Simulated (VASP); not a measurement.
## BaTiO3: single point with PBEsol

The system is BaTiO3.

```
Ba Ti O
1.0
     3.83682    0.00000    0.00000
     0.00000    3.83682    0.00000
     0.00000    0.00000    4.11683
Ba Ti O
1 1 3
Direct
  0.50000 0.50000 0.58747
  0.00000 0.00000 0.10481
  0.00000 0.50000 0.06065
  0.50000 0.00000 0.06065
  0.00000 0.00000 0.54641
```

This cell differs from its parent crystal: biaxial strain in the a-b plane: -3.0 %.

* Program: VASP 6.6.1
* Task: single point
* Functional: PBEsol
* Potentials or basis: VASP PAW PBE potentials, release 64 (Ba_sv, Ti_sv, O)
* Cutoff: 520 eV
* k mesh: 8 × 8 × 8
* Occupations: gaussian, width 0.02 eV
* Spin: no spin polarisation

- Pressure: 12.6 GPa
- Largest force: 0.292 eV/Å
- Band gap on the k mesh: 1.88 eV (least direct gap 2.44 eV)

Forces in eV/Å, atoms in the order of the input:
```
Ba   0.000  0.000 -0.079
Ti   0.000  0.000 -0.158
O    0.000  0.000 -0.027
O    0.000  0.000 -0.027
O    0.000  0.000  0.292
```

Stress tensor (GPa, compression positive):
```
15.37  0.00  0.00
 0.00 15.37  0.00
 0.00  0.00  7.07
```

Levels at points of the mesh, in eV from the valence-band top:
```csv
k point,band 18,band 19,band 20,band 21,band 22,band 23
"(0.00, 0.00, 0.00)",-0.82,-0.56,-0.56,1.88,2.44,2.44
"(0.50, 0.00, 0.00)",-1.96,-1.56,-1.28,2.58,3.90,3.97
"(0.50, 0.50, 0.00)",-0.95,-0.95,-0.06,4.02,4.02,4.44
"(0.00, 0.00, 0.50)",-2.07,-0.75,-0.75,2.02,3.67,3.67
"(0.50, 0.00, 0.50)",-1.26,-1.18,-0.59,3.69,3.96,4.10
"(0.50, 0.50, 0.50)",-0.47,-0.47,0.00,4.42,4.42,4.67
```

Wall time 4.2 min on 1 thread of Intel Xeon 8259CL, on a shared host, peak memory 0.27 GiB.

Caveat: the cell differs from its parent crystal (biaxial strain in the a-b plane: -3.0 %); the stress differs along the axes, from 7 to 15 GPa; the PAW data sets were made with another functional, which shifts forces and pressure a little; spin-orbit coupling is left out, which moves the levels of the heavy elements. A k mesh can miss the band edges.
